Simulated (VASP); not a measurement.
Runs of VASP 6.6.1 on CdH6. The structure is that of space group P4/mmm (No. 123), or close to it. The cells are those of the table. 

```csv
task,cell,k mesh,cutoff (eV),smearing,gap on the mesh (eV),pressure (GPa),relaxed volume (Å³/atom),largest force (eV/Å)
relaxation of cell and atoms,"relaxed from a = 3.849, b = 3.849, c = 7.169 Å, 7 atoms",8 × 8 × 4,600,gaussian 0.02 eV,none,0.0,15.31,-
relaxation of cell and atoms,"relaxed from a = 3.861, b = 3.861, c = 7.404 Å, 7 atoms",10 × 10 × 6,600,gaussian 0.1 eV,none,0.0,(a),-
single point,"a = 3.861, b = 3.861, c = 7.404 Å, 7 atoms",8 × 8 × 4,520,gaussian 0.02 eV,none,0.0,-,0.02
single point,"a = 3.855, b = 3.855, c = 7.409 Å, 7 atoms",10 × 10 × 6,520,gaussian 0.1 eV,none,0.0,-,0.01
```

Alike in all rows: level PBE; potentials or basis VASP PAW PBE potentials, release 64 (Cd, H); no spin polarisation.

Estimate the missing entries.

(a) 15.77.

A k mesh can miss the band edges, and the runs leave out spin-orbit coupling on Cd.

A gap of «none» marks levels without a gap at the run's occupations.
